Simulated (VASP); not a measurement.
# TaF (Pm-3m) in VASP: further runs, part 2 of 2

VASP 6.6.1. Earlier steps stand in the parts before.

## 3. Relaxation of cell and atoms, PBE

This run uses another cell than the first one, of 14.01 Å³/atom.

File INCAR:

```
SYSTEM = TaF
ALGO = Normal
EDIFF = 1E-7
EDIFFG = -0.01
ENCUT = 600
GGA = PE
IBRION = 2
ISIF = 3
ISMEAR = 0
LASPH = .TRUE.
LCHARG = .FALSE.
LREAL = .FALSE.
LWAVE = .FALSE.
NELM = 100
NSW = 100
PREC = Accurate
SIGMA = 0.1
```

File KPOINTS:

```
k-points
0
G
  18 18 18
  0 0 0
```

File POSCAR:

```
TaF
1.0
    3.0373546484      0.0000000000      0.0000000000
    0.0000000000      3.0373546484      0.0000000000
    0.0000000000      0.0000000000      3.0373546484
Ta F
1 1
Direct
    0.0000000000      0.0000000000      0.0000000000
    0.5000000000      0.5000000000      0.5000000000
```

Potentials or basis: VASP PAW PBE potentials, release 64 (Ta_pv, F).

Launch:

```bash
> cat potpaw_PBE.64/Ta_pv/POTCAR potpaw_PBE.64/F/POTCAR > POTCAR
> mpirun -np 1 vasp_std > vasp.out
```

OUTCAR:

```text
SYSTEM = TaF
   EDIFF = 1E-7
   EDIFFG = -0.01
   ENCUT = 600
   GGA = PE
   IBRION = 2
   ISIF = 3
   ISMEAR = 0
   LASPH = .TRUE.
   LREAL = .FALSE.
   NELM = 100
   NSW = 100
   PREC = Accurate

 ion  position               nearest neighbor table
   1  0.000  0.000  0.000-   2 2.63   2 2.63   2 2.63   2 2.63   2 2.63   2 2.63   2 2.63   2 2.63

   2  0.500  0.500  0.500-   1 2.63   1 2.63   1 2.63   1 2.63   1 2.63   1 2.63   1 2.63   1 2.63

  LATTYP: Found a simple cubic cell.
 ALAT       =     3.0373546484

  Lattice vectors:

 A1 = (   3.0373546484,   0.0000000000,   0.0000000000)
 A2 = (   0.0000000000,   3.0373546484,   0.0000000000)
 A3 = (   0.0000000000,   0.0000000000,   3.0373546484)

Analysis of symmetry for initial positions (statically):
=====================================================================
 Subroutine PRICEL returns:
 Original cell was already a primitive cell.

 Routine SETGRP: Setting up the symmetry group for a
 simple cubic supercell.

 Subroutine GETGRP returns: Found 48 space group operations
 (whereof 48 operations were pure point group operations)
 out of a pool of 48 trial point group operations.

The static configuration has the point symmetry O_h .

Analysis of symmetry for dynamics (positions and initial velocities):
=====================================================================
 Subroutine PRICEL returns:
 Original cell was already a primitive cell.

 Routine SETGRP: Setting up the symmetry group for a
 simple cubic supercell.

 Subroutine GETGRP returns: Found 48 space group operations
 (whereof 48 operations were pure point group operations)
 out of a pool of 48 trial point group operations.

The dynamic configuration has the point symmetry O_h .

 Subroutine INISYM returns: Found 48 space group operations
 (whereof 48 operations are pure point group operations),
 and found     1 'primitive' translations

[... 122 lines left out ...]
   IVDW    =     0    specifies the selected vdW correction
   LEPSILON=     F    determine dielectric tensor
   LRPA    =     F    only Hartree local field effects (RPA)
 conjugate gradient relaxation of ions
 non-spin polarized calculation
 Gauss-broadening in eV      SIGMA  =   0.10
  energy-cutoff  :      600.00
  volume of cell :       28.02
 maximum number of plane-waves:       968
   NGX = 13   NGY = 13   NGZ = 13

 number of electron      18.0000012 magnetization

 Free energy of the ion-electron system (eV)
  ---------------------------------------------------
  ext. energy  EPLUGINS =         0.00000000
  ---------------------------------------------------
  free energy    TOTEN  =       -13.63283383 eV

  energy without entropy =      -13.62802026  energy(sigma->0) =      -13.63042705

 E-fermi :   5.7503     XC(G=0): -11.8532

 val. band max:        5.7465007172   @ k =   0.4444   0.4444   0.2778
 cond. band min:       5.7611517036   @ k =   0.2778   0.2778   0.2778
 fundamental gap:      0.0146509864
 Fermi energy:         5.7502594745

 k-point     1 :       0.0000    0.0000    0.0000
  band No.  band energies     occupation
      1     -29.3372      2.00000
      2     -29.3372      2.00000
      3     -29.3372      2.00000
      4     -20.0954      2.00000
      5      -1.0063      2.00000
      6      -1.0063      2.00000
      7      -1.0063      2.00000
      8       1.3618      2.00000
      9       2.8684      2.00000
     10       2.8684      2.00000
     11       8.8481      0.00000
     12       8.8481      0.00000
     13       8.8481      0.00000
[... 354 lines left out ...]
  band No.  band energies     occupation
      1     -29.6949      2.00000
      2     -29.3609      2.00000
      3     -29.3018      2.00000
      4     -19.8531      2.00000
      5      -3.0256      2.00000
      6      -1.3399      2.00000
      7      -1.1518      2.00000
      8       3.6167      2.00000
      9       4.6214      2.00000
     10       5.9304      0.01085
     11       7.8939      0.00000
     12       7.9332      0.00000
     13       8.8098      0.00000

 [... further k-points ...]

------------------------ aborting loop because EDIFF is reached ----------------------------------------

  FORCE on cell =-STRESS in cart. coord.  units (eV):
  Direction    XX          YY          ZZ          XY          YZ          ZX
  --------------------------------------------------------------------------------------
  -------------------------------------------------------------------------------------
  Total        0.0197144      0.0197144      0.0197144      0.0000000     -0.0000000      0.0000000
  in kB        1.1272148      1.1272148      1.1272148      0.0000000     -0.0000000      0.0000000
  external PRESSURE =       1.1272148 kB  Pullay stress =       0.0000000 kB

 VOLUME and BASIS-vectors are now :
 -----------------------------------------------------------------------------
  energy-cutoff  :      600.00
  volume of cell :       28.02
      direct lattice vectors                 reciprocal lattice vectors
     3.037354648  0.000000000  0.000000000     0.329233862  0.000000000  0.000000000
     0.000000000  3.037354648  0.000000000     0.000000000  0.329233862  0.000000000
     0.000000000  0.000000000  3.037354648     0.000000000  0.000000000  0.329233862

 POSITION                                       TOTAL-FORCE (eV/Angst)
 -----------------------------------------------------------------------------------
      0.00000      0.00000      0.00000         0.000000      0.000000      0.000000
      1.51868      1.51868      1.51868         0.000000      0.000000      0.000000
 -----------------------------------------------------------------------------------
    total drift:                                0.000000      0.000000     -0.000000

  FREE ENERGIE OF THE ION-ELECTRON SYSTEM (eV)
  ---------------------------------------------------
  free  energy   TOTEN  =       -13.6328338349 eV

  energy  without entropy=      -13.6280202559  energy(sigma->0) =      -13.63042705

 reached required accuracy - stopping structural energy minimisation
```

OSZICAR:

```text
N       E                     dE             d eps       ncg     rms          rms(c)
DAV:   1     0.138224460986E+03    0.13822E+03   -0.11422E+04  5720   0.156E+03
DAV:   2    -0.894922010087E+01   -0.14717E+03   -0.14217E+03  7230   0.375E+02
DAV:   3    -0.144679694338E+02   -0.55187E+01   -0.54274E+01  6425   0.694E+01
DAV:   4    -0.145123693743E+02   -0.44400E-01   -0.44303E-01  6189   0.665E+00
DAV:   5    -0.145127855126E+02   -0.41614E-03   -0.41612E-03  6373   0.577E-01    0.889E+00
DAV:   6    -0.137328649831E+02    0.77992E+00   -0.31713E+00  6600   0.182E+01    0.437E+00
DAV:   7    -0.136479401479E+02    0.84925E-01   -0.31938E-01  5975   0.564E+00    0.239E+00
DAV:   8    -0.136332107153E+02    0.14729E-01   -0.95784E-02  6571   0.300E+00    0.303E-01
DAV:   9    -0.136327733748E+02    0.43734E-03   -0.55385E-03  6390   0.730E-01    0.183E-01
DAV:  10    -0.136328387812E+02   -0.65406E-04   -0.28847E-04  6433   0.176E-01    0.336E-02
DAV:  11    -0.136328339773E+02    0.48039E-05   -0.81113E-06  6158   0.306E-02    0.528E-03
DAV:  12    -0.136328337619E+02    0.21536E-06   -0.12848E-06  6410   0.115E-02    0.143E-03
DAV:  13    -0.136328338349E+02   -0.72919E-07   -0.39307E-08  2970   0.187E-03
   1 F= -.13632834E+02 E0= -.13630427E+02  d E =-.136328E+02
```

Wall time 52 s (1 thread of AMD EPYC 9R14 (Zen 4), shared host); peak memory 0.19 GiB.

Results:

| Property | Result |
| --- | --- |
| Free energy | -13.6328 eV |
| Pressure after relaxing | 0.1 GPa |
| Band gap on the k mesh | zero (bands 9 and 10 overlap by 3.99 eV) |

Final structure:
```yaml
crystal:
  lattice:
    - [3.03735, 0.00000, 0.00000]
    - [0.00000, 3.03735, 0.00000]
    - [0.00000, 0.00000, 3.03735]
  atoms:
    - { symbol: Ta, position: [0.00000, 0.00000, 0.00000] }
    - { symbol: F, position: [0.50000, 0.50000, 0.50000] }
```

Caveat: the relaxation stopped at its first step, so nothing moved; spin-orbit coupling is left out, which moves the levels of the heavy elements.
